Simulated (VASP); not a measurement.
Input of a VASP 6.6.1 run:

INCAR

```
SYSTEM = LuGe3O
PREC = Accurate ; ENCUT = 520
EDIFF = 1E-6 ; ISMEAR = 0
SIGMA = 0.1 ; LREAL = .False.
LASPH = .True. ; NELM = 80
ALGO = Normal ; ISIF = 2
LWAVE = .False. ; LCHARG = .False.
GGA = PE ; NBANDS = 44
```

File KPOINTS:

```
Automatic mesh
0
Gamma
  8 8 8
  0 0 0
```

File POSCAR:

```
LuGe3O
1.0
    4.4437078526      0.0000000000      0.0000000000
    0.0000000000      4.4437078526      0.0000000000
    0.0000000000      0.0000000000      4.4437078526
Lu Ge O
1 3 1
Direct
    0.0000000000      0.0000000000      0.0000000000
    0.0000000000      0.5000000000      0.5000000000
    0.5000000000      0.0000000000      0.5000000000
    0.5000000000      0.5000000000      0.0000000000
    0.5000000000      0.5000000000      0.5000000000
```

Potentials or basis: VASP PAW PBE potentials, release 64 (Lu, Ge_d, O).

Command:

```sh
$ cat potpaw_PBE.64/Lu/POTCAR potpaw_PBE.64/Ge_d/POTCAR potpaw_PBE.64/O/POTCAR > POTCAR
$ mpirun -np 1 vasp_std > vasp.out
```

**Question.** What does it give for the pressure?

**Answer.** 0.2 GPa.

Caveat: an odd number of electrons without spin polarisation forces a metal; a magnetic or distorted state may lie lower.
